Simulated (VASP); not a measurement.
A run of VASP 6.6.1 is set up as follows.

The input INCAR:

```
PREC = Accurate
ENCUT = 600
EDIFF = 1E-6
ISMEAR = 0
SIGMA = 0.15
LREAL = F
LASPH = T
NELM = 120
ALGO = Normal
ISIF = 2
LWAVE = F
LCHARG = F
GGA = PE
NBANDS = 30
GGA_COMPAT = F
```

File KPOINTS:

```
Automatic mesh
0
Gamma
  3 3 3
```

Contents of POSCAR:

```
ScAl3N4
1.0
    2.9840385722      1.7228354729      2.4345578144
   -2.9840385722      1.7228354729      2.4345578144
    0.0000000000     -3.4456709458      2.4345578144
Sc Al N
1 3 4
Direct
    0.5000000000      0.5000000000      0.5000000000
    0.0000000000      0.0000000000      0.5000000000
    0.5000000000      0.0000000000      0.0000000000
    0.0000000000      0.5000000000      0.0000000000
    0.5000000000      0.5000000000      0.0000000000
    0.0000000000      0.5000000000      0.5000000000
    0.5000000000      0.0000000000      0.5000000000
    0.0000000000      0.0000000000      0.0000000000
```

Potentials or basis: VASP PAW PBE potentials, release 64 (Sc_sv, Al, N).

Command:

```bash
$ cat potpaw_PBE.64/Sc_sv/POTCAR potpaw_PBE.64/Al/POTCAR potpaw_PBE.64/N/POTCAR > POTCAR
$ mpirun -np 1 vasp_std > vasp.out
```

Task: Predict the pressure.

Result: -0.1 GPa.

Task: Predict the band gap on the k mesh.

Result: 2.05 eV.

Stress tensor (GPa, compression positive):
```
-0.20  0.00  0.00
 0.00 -0.20  0.00
 0.00  0.00  0.17
```

Caveat: the k points lie up to 0.50 Å⁻¹ apart; an odd mesh through Γ misses points on the zone boundary, where band edges can lie.
